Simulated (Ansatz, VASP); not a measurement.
# BeS in VASP and in Ansatz

File POSCAR:

```
BeS
1.0
    0.0000000000      2.4340429224      2.4340429224
    2.4340429224      0.0000000000      2.4340429224
    2.4340429224      2.4340429224      0.0000000000
Be S
1 1
Direct
    0.0000000000      0.0000000000      0.0000000000
    0.2500000000      0.2500000000      0.2500000000
```

The input INCAR.step1:

```
PREC = Accurate
ENCUT = 660
ISMEAR = 0
SIGMA = 0.02
LREAL = False
LASPH = True
NELM = 120
NBANDS = 11
GGA = PE
ALGO = Normal
EDIFF = 1E-5
LWAVE = True
LCHARG = False
GGA_COMPAT = False
```

Contents of INCAR.step2:

```
PREC = Accurate
ENCUT = 660
EDIFF = 1E-6
ISMEAR = 0
SIGMA = 0.02
LREAL = False
LASPH = True
NELM = 120
ALGO = Normal
ISIF = 2
LWAVE = False
LCHARG = True
METAGGA = R2SCAN
LMIXTAU = True
LELF = True
LVHAR = True
NBANDS = 11
ISTART = 1
GGA_COMPAT = False
```

File KPOINTS:

```
regular mesh
0
Gamma
  8 8 8
```

Input for Ansatz:

```yaml
crystal:
  lattice:
    - [0.0, 2.4340429224, 2.4340429224]
    - [2.4340429224, 0.0, 2.4340429224]
    - [2.4340429224, 2.4340429224, 0.0]
  atoms:
    - { symbol: Be, position: [0.0, 0.0, 0.0] }
    - { symbol: S, position: [0.25, 0.25, 0.25] }
basis:
  ecutwfc: 500
kpoints:
  mp_grid: { grid: [8, 8, 8] }
  band_path:
    path:
      - [[0.0, 0.0, 0.0], [-0.5, -0.5, 0.0], [-0.375, -0.375, 0.25]]
      - [[-0.375, 0.0, 0.375], [0.0, 0.0, 0.0], [0.0, 0.0, 0.5], [-0.5, -0.25, 0.25], [-0.5, -0.5, 0.0]]
    npoints: 10
hamiltonian:
  xc: r2scan
  pseudopotentials: { kind: paw, azcp: { folder: soft_1 } }
scf:
  occupations: { method: gaussian, width: 0.02 }
  n_extra_bands: 7
output:
  forces: true
  stress: true
  eigenvalues: true
```

Alike in both runs: task single point; functional r2SCAN; k mesh 8 × 8 × 8; occupations gaussian, width 0.02 eV; no spin polarisation.

```csv
,VASP,Ansatz
version,VASP 6.6.1,Ansatz 0.2.0
potentials or method,"VASP PAW PBE potentials, release 64 (Be, S), cutoff 660 eV","scalar-relativistic, plane waves, PAW"
valence electrons in the cell,8,8
```

|  | VASP | Ansatz | Ansatz less VASP |
| --- | --- | --- | --- |
| gap on the k mesh at the Fermi level (eV) | 3.60 | 3.59 | -0.009 |
| least direct gap on the mesh (eV) | 6.26 | 6.23 | -0.032 |
| pressure (GPa) | 0.3 | 0.0 | -0.31 |

VASP's potentials were made for PBE, not for r2SCAN.
